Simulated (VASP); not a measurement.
# BaTe (F-43m) in VASP: notebook, part 2 of 2

VASP 6.6.1. The steps go on from the part before.

### Step 5. Single point, r2SCAN (61.77 Å³/atom)

This run uses another cell than the first one, of 61.77 Å³/atom.

Contents of POSCAR:

```
BaTe
1.0
    0.0000000000      3.9529152408      3.9529152408
    3.9529152408      0.0000000000      3.9529152408
    3.9529152408      3.9529152408      0.0000000000
Ba Te
1 1
Direct
    0.0000000000      0.0000000000      0.0000000000
    0.2500000000      0.2500000000      0.2500000000
```

Contents of INCAR.step1:

```
SYSTEM = BaTe
PREC = Accurate
ENCUT = 520
ISMEAR = 0
SIGMA = 0.01
LREAL = .FALSE.
LASPH = .TRUE.
NELM = 60
NBANDS = 15
GGA = PE
ALGO = Normal
EDIFF = 1E-4
LWAVE = .TRUE.
LCHARG = .FALSE.
```

Contents of INCAR.step2:

```
SYSTEM = BaTe
PREC = Accurate
ENCUT = 520
EDIFF = 1E-6
ISMEAR = 0
SIGMA = 0.01
LREAL = .FALSE.
LASPH = .TRUE.
NELM = 60
ALGO = Normal
ISIF = 2
LWAVE = .FALSE.
LCHARG = .TRUE.
METAGGA = R2SCAN
LMIXTAU = .TRUE.
LELF = .TRUE.
LVHAR = .TRUE.
NBANDS = 15
ISTART = 1
```

Contents of KPOINTS:

```
Automatic mesh
0
G
  6 6 6
  0 0 0
```

Potentials or basis: VASP PAW PBE potentials, release 64 (Ba_sv, Te).

Run with:

```console
$ cat potpaw_PBE.64/Ba_sv/POTCAR potpaw_PBE.64/Te/POTCAR > POTCAR
$ cp INCAR.step1 INCAR
$ mpirun -np 1 vasp_std > vasp.out
$ cp INCAR.step2 INCAR
$ mpirun -np 1 vasp_std > vasp.out
```

OUTCAR:

```text
SYSTEM = BaTe
   PREC = Accurate
   ENCUT = 520
   EDIFF = 1E-6
   ISMEAR = 0
   LREAL = .FALSE.
   LASPH = .TRUE.
   NELM = 60
   ISIF = 2
   METAGGA = R2SCAN
   ISTART = 1

 ion  position               nearest neighbor table
   1  0.000  0.000  0.000-   2 3.42   2 3.42   2 3.42   2 3.42
   2  0.250  0.250  0.250-   1 3.42   1 3.42   1 3.42   1 3.42

  LATTYP: Found a face centered cubic cell.
 ALAT       =     7.9058304816

  Lattice vectors:

 A1 = (   0.0000000000,   3.9529152408,   3.9529152408)
 A2 = (   3.9529152408,   0.0000000000,   3.9529152408)
 A3 = (   3.9529152408,   3.9529152408,   0.0000000000)

Analysis of symmetry for initial positions (statically):
=====================================================================
 Subroutine PRICEL returns:
 Original cell was already a primitive cell.

 Routine SETGRP: Setting up the symmetry group for a
 face centered cubic supercell.

 Subroutine GETGRP returns: Found 24 space group operations
 (whereof 24 operations were pure point group operations)
 out of a pool of 48 trial point group operations.

The static configuration has the point symmetry T_d .

Analysis of symmetry for dynamics (positions and initial velocities):
=====================================================================
 Subroutine PRICEL returns:
 Original cell was already a primitive cell.

 Routine SETGRP: Setting up the symmetry group for a
 face centered cubic supercell.

 Subroutine GETGRP returns: Found 24 space group operations
 (whereof 24 operations were pure point group operations)
 out of a pool of 48 trial point group operations.

The dynamic configuration has the point symmetry T_d .

 Subroutine INISYM returns: Found 24 space group operations
 (whereof 24 operations are pure point group operations),
 and found     1 'primitive' translations

----------------------------------------------------------------------------------------

                                     Primitive cell

  volume of cell :     123.5329

  direct lattice vectors                    reciprocal lattice vectors
     0.000000000  3.952915241  3.952915241    -0.126488925  0.126488925  0.126488925
     3.952915241  0.000000000  3.952915241     0.126488925 -0.126488925  0.126488925
     3.952915241  3.952915241  0.000000000     0.126488925  0.126488925 -0.126488925

  length of vectors
     5.590266344  5.590266344  5.590266344     0.219085245  0.219085245  0.219085245

  position of ions in fractional coordinates (direct lattice)
     0.000000000  0.000000000  0.000000000
     0.250000000  0.250000000  0.250000000

  ion indices of the primitive-cell ions
   primitive index   ion index
                 1           1
                 2           2

----------------------------------------------------------------------------------------

 KPOINTS: Automatic mesh

Automatic generation of k-mesh.
 Grid dimensions read from file:
 generate k-points for:    6    6    6

 Generating k-lattice:

[... 23 lines left out ...]
  0.333333  0.166667  0.000000     24.000000
[... 8 lines left out ...]
 -0.333333  0.333333  0.166667     24.000000
 -0.333333  0.500000  0.166667     12.000000
   k-points           NKPTS =     16   k-points in BZ     NKDIM =     16   number of bands    NBANDS=     15
   number of dos      NEDOS =    301   number of ions     NIONS =      2
   total plane-waves  NPLWV =  74088
   dimension x,y,z NGX =    42 NGY =   42 NGZ =   42
   dimension x,y,z NGXF=    84 NGYF=   84 NGZF=   84
   ions per type =               1   1
   NGX,Y,Z   is equivalent  to a cutoff of  12.49, 12.49, 12.49 a.u.
   NGXF,Y,Z  is equivalent  to a cutoff of  24.98, 24.98, 24.98 a.u.
 SYSTEM =  BaTe
   PREC   = accura    normal or accurate (medium, high low for compatibility)
   ISTART =      1    job   : 0-new  1-cont  2-samecut
   ICHARG =      0    charge: 1-file 2-atom 10-const
   ISPIN  =      1    spin polarized calculation?
   LNONCOLLINEAR =      F non collinear calculations
   LSORBIT =      F    spin-orbit coupling
   LASPH  =      T    aspherical Exc in radial PAW
   ENCUT  =  520.0 eV  38.22 Ry    6.18 a.u.  10.39 10.39 10.39*2*pi/ulx,y,z
   NELM   =     60;   NELMIN=  2; NELMDL=  0     # of ELM steps
   EDIFF  = 0.1E-05   stopping-criterion for ELM
   LREAL  =      F    real-space projection
   EDIFFG = 0.1E-04   stopping-criterion for IOM
   NSW    =      0    number of steps for IOM
   IBRION =     -1    ionic relax: 0-MD 1-quasi-New 2-CG
   NFREE  =      0    steps in history (QN), initial steepest desc. (CG)
   ISIF   =      2    stress and relaxation
   ISYM   =      2    0-nonsym 1-usesym 2-fastsym
   POTIM  = 0.5000    time-step for ionic-motion
   TEBEG  =    0.0;   TEEND  =   0.0 temperature during run
   PSTRESS=    0.0 pullay stress
   NELECT =      16.0000    total number of electrons
   NUPDOWN=      -1.0000    fix difference up-down
   EMIN   =  10.00;   EMAX   =-10.00  energy-range for DOS
   EFERMI =   0.00;   METHOD = LEGACY
   ISMEAR =     0;   SIGMA  =   0.01  broadening in eV -4-tet -1-fermi 0-gaus
   EFERMI_NEDOS =   21; number of points for ismear=-14 and -15
   IALGO  =     38    algorithm
   IMIX   =      4    mixing-type and parameters
     AMIX     =   0.40;   BMIX     =  1.00
     AMIX_MAG =   1.60;   BMIX_MAG =  1.00
  volume/ion in A,a.u.               =      61.77       416.82
  Fermi-wavevector in a.u.,A,eV,Ry     =   0.828299  1.565259  9.334683  0.686080
  Thomas-Fermi vector in A             =   1.940652
   LORBIT       =      0    0 simple, 1 ext, 2 COOP (PROOUT), +10 PAW based schemes
   METAGGA = R2SCAN    functional components
   LHFCALC =     F    Hartree Fock is set to
   AEXX    =    0.0000 exact exchange contribution
   IVDW    =     0    specifies the selected vdW correction
   LEPSILON=     F    determine dielectric tensor
   LRPA    =     F    only Hartree local field effects (RPA)
 non-spin polarized calculation
 Gauss-broadening in eV      SIGMA  =   0.01
  energy-cutoff  :      520.00
  volume of cell :      123.53
 maximum number of plane-waves:      3383
 NGX is ok and might be reduce to    42
   NGX = 21   NGY = 21   NGZ = 21

 number of electron      16.0000000 magnetization

 Free energy of the ion-electron system (eV)
  ---------------------------------------------------
  ext. energy  EPLUGINS =         0.00000000
  ---------------------------------------------------
  free energy    TOTEN  =       -55.37300257 eV

  energy without entropy =      -55.37300257  energy(sigma->0) =      -55.37300257

 E-fermi :  -0.2165     XC(G=0):  -6.9467

 val. band max:       -0.3309034729   @ k =  -0.3333   0.5000   0.1667
 cond. band min:       2.5744176446   @ k =   0.0000   0.0000   0.0000
 fundamental gap:      2.9053211176
 Fermi energy:        -0.2165295250

 k-point     1 :       0.0000    0.0000    0.0000
  band No.  band energies     occupation
      1     -28.1034      2.00000
      2     -12.8565      2.00000
      3     -12.8564      2.00000
      4     -12.8564      2.00000
      5      -9.2854      2.00000
      6      -0.7203      2.00000
      7      -0.7203      2.00000
      8      -0.7203      2.00000
      9       2.5744      0.00000
     10       4.2332      0.00000
     11       4.2332      0.00000
     12       6.1310      0.00000
     13       6.1310      0.00000
     14       6.1310      0.00000
[... 257 lines left out ...]
      2     -13.0227      2.00000
      3     -12.8969      2.00000
      4     -12.8884      2.00000
      5      -8.9493      2.00000
      6      -1.0362      2.00000
      7      -0.5832      2.00000
      8      -0.3309      2.00000
      9       2.8712      0.00000
     10       3.8710      0.00000
     11       4.8757      0.00000
     12       5.1629      0.00000
     13       5.8262      0.00000
     14       7.1289      0.00000
     15       7.4660      0.00000

------------------------ aborting loop because EDIFF is reached ----------------------------------------

  FORCE on cell =-STRESS in cart. coord.  units (eV):
  Direction    XX          YY          ZZ          XY          YZ          ZX
  --------------------------------------------------------------------------------------
  -------------------------------------------------------------------------------------
  Total       -0.3001125     -0.3001125     -0.3001125     -0.0000000      0.0000000      0.0000000
  in kB       -3.8923528     -3.8923528     -3.8923528     -0.0000000      0.0000000      0.0000000
  external PRESSURE =      -3.8923528 kB  Pullay stress =       0.0000000 kB

 VOLUME and BASIS-vectors are now :
 -----------------------------------------------------------------------------
  energy-cutoff  :      520.00
  volume of cell :      123.53
      direct lattice vectors                 reciprocal lattice vectors
     0.000000000  3.952915241  3.952915241    -0.126488925  0.126488925  0.126488925
     3.952915241  0.000000000  3.952915241     0.126488925 -0.126488925  0.126488925
     3.952915241  3.952915241  0.000000000     0.126488925  0.126488925 -0.126488925

 POSITION                                       TOTAL-FORCE (eV/Angst)
 -----------------------------------------------------------------------------------
      0.00000      0.00000      0.00000         0.000000      0.000000      0.000000
      1.97646      1.97646      1.97646        -0.000000     -0.000000     -0.000000
 -----------------------------------------------------------------------------------
    total drift:                               -0.000000     -0.000000     -0.000000

  FREE ENERGIE OF THE ION-ELECTRON SYSTEM (eV)
  ---------------------------------------------------
  free  energy   TOTEN  =       -55.3730025695 eV

  energy  without entropy=      -55.3730025695  energy(sigma->0) =      -55.37300257
```

Wall time 2.5 min (1 thread of Intel Xeon 8259CL, shared host); peak memory 0.3 GiB.

What came out:

| Property | Result |
| --- | --- |
| Free energy | -55.3730 eV |
| Pressure | -0.4 GPa |
| Band gap on the k mesh | 2.91 eV (least direct gap 3.19 eV) |

Caveat: the structure was generated, so it needn't be the stable form of BaTe; the PAW data sets were made with another functional, which shifts forces and pressure a little; spin-orbit coupling is left out, which moves the levels of the heavy elements.

### Step 6. Single point, r2SCAN (63.57 Å³/atom)

This run uses another cell than the first one, of 63.57 Å³/atom.

Contents of POSCAR:

```
BaTe
1.0
    0.0000000000      3.9909263730      3.9909263730
    3.9909263730      0.0000000000      3.9909263730
    3.9909263730      3.9909263730      0.0000000000
Ba Te
1 1
Direct
    0.0000000000      0.0000000000      0.0000000000
    0.2500000000      0.2500000000      0.2500000000
```

Contents of INCAR.step1:

```
SYSTEM = BaTe
PREC = Accurate ; ENCUT = 520
ISMEAR = 0 ; SIGMA = 0.01
LREAL = .False. ; LASPH = .True.
NELM = 80 ; NBANDS = 15
GGA = PE ; ALGO = Normal
EDIFF = 1E-4 ; LWAVE = .True.
LCHARG = .False.
```

Contents of INCAR.step2:

```
SYSTEM = BaTe
PREC = Accurate ; ENCUT = 520
EDIFF = 1E-7 ; ISMEAR = 0
SIGMA = 0.01 ; LREAL = .False.
LASPH = .True. ; NELM = 80
ALGO = Normal ; ISIF = 2
LWAVE = .False. ; LCHARG = .True.
METAGGA = R2SCAN ; LMIXTAU = .True.
LELF = .True. ; LVHAR = .True.
NBANDS = 15 ; ISTART = 1
```

Contents of KPOINTS:

```
Automatic mesh
0
Gamma
  6 6 6
  0 0 0
```

Potentials or basis: VASP PAW PBE potentials, release 64 (Ba_sv, Te).

Run with:

```console
$ cat potpaw_PBE.64/Ba_sv/POTCAR potpaw_PBE.64/Te/POTCAR > POTCAR
$ cp INCAR.step1 INCAR
$ mpirun -np 1 vasp_std > vasp.out
$ cp INCAR.step2 INCAR
$ mpirun -np 1 vasp_std > vasp.out
```

Wall time 2.8 min (1 thread of Intel Xeon 8259CL, shared host); peak memory 0.3 GiB.

The run converged. Its results:

* Free energy: -55.3588 eV
* Pressure: -0.9 GPa
* Band gap on the k mesh: 2.86 eV (least direct gap 3.19 eV)

Levels at points of the mesh, in eV from the valence-band top:
| k point | band 5 | band 6 | band 7 | band 8 | band 9 | band 10 | band 11 | band 12 |
| --- | --- | --- | --- | --- | --- | --- | --- | --- |
| (0.00, 0.00, 0.00) | -8.92 | -0.36 | -0.36 | -0.36 | 2.86 | 4.53 | 4.53 | 6.37 |
| (0.50, 0.00, 0.00) | -8.69 | -0.64 | -0.20 | -0.20 | 4.29 | 4.71 | 4.71 | 4.86 |
| (0.50, 0.50, 0.00) | -8.62 | -0.86 | 0.00 | 0.00 | 3.19 | 4.29 | 5.35 | 5.35 |

Caveat: the structure was generated, so it needn't be the stable form of BaTe; the PAW data sets were made with another functional, which shifts forces and pressure a little; spin-orbit coupling is left out, which moves the levels of the heavy elements.

### Step 7. The runs side by side

```csv
cell,gap on the mesh (eV),pressure (GPa)
"a = 5.422 Å, angles 60.0°, 2 atoms",3.03,1.6
"a = 5.480 Å, angles 60.0°, 2 atoms",2.99,0.8
"a = 5.535 Å, angles 60.0°, 2 atoms",2.95,0.2
"a = 5.590 Å, angles 60.0°, 2 atoms",2.91,-0.4
"a = 5.644 Å, angles 60.0°, 2 atoms",2.86,-0.9
```

Alike in all rows: task single point; level r2SCAN; potentials or basis VASP PAW PBE potentials, release 64 (Ba_sv, Te); no spin polarisation; k mesh 6 × 6 × 6; cutoff (eV) 520; smearing gaussian 0.01 eV.

Caveats: the structure was generated, so it needn't be the stable form of BaTe; the PAW data sets were made with another functional, which shifts forces and pressure a little; spin-orbit coupling is left out, which moves the levels of the heavy elements.

Absolute energies hang on the potentials; compare differences alone.
